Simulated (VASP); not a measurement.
Runs of VASP 6.6.1 on BaTe. The structure is that of space group Fm-3m (No. 225), or close to it. The cells are those of the table. 

```tsv
level	cell	share of exact exchange	screening parameter	gap on the mesh (eV)	pressure (GPa)
HSE06	a = 4.757 Å, angles 60.0°, 2 atoms	0.25	0.2079 1/Å	1.91	6.1
PBE-based screened hybrid with 10 % exact exchange	a = 4.822 Å, angles 60.0°, 2 atoms	0.1	0.2 1/Å	1.60	4.2
PBE-based screened hybrid with 20 % exact exchange	a = 4.822 Å, angles 60.0°, 2 atoms	0.2	0.2 1/Å	1.90	(a)
HSE06	a = 4.790 Å, angles 60.0°, 2 atoms	0.25	0.2079 1/Å	1.98	5.0
HSE06	a = 4.854 Å, angles 60.0°, 2 atoms	0.25	0.2079 1/Å	2.09	3.1
HSE06	a = 4.822 Å, angles 60.0°, 2 atoms	0.25	0.2079 1/Å	(c)	4.0
PBE-based screened hybrid with 5 % exact exchange	a = 4.822 Å, angles 60.0°, 2 atoms	0.05	0.2 1/Å	1.46	(b)
HSE06	a = 4.724 Å, angles 60.0°, 2 atoms	0.25	0.2079 1/Å	1.85	7.3
```

Alike in all rows: task single point; potentials or basis VASP PAW PBE potentials, release 64 (Ba_sv, Te); no spin polarisation; k mesh 4 × 4 × 4; cutoff (eV) 520; smearing fermi-dirac 0.05 eV.

Q: Fill in the values left out.

A: (a) 4.1; (b) 4.3; (c) 2.03.

Caveats: the cell stands under pressure; the PAW data sets were made with another functional, which shifts forces and pressure a little; spin-orbit coupling is left out, which moves the levels of the heavy elements.

A k mesh can miss the band edges, and the runs leave out spin-orbit coupling on Ba, Te.
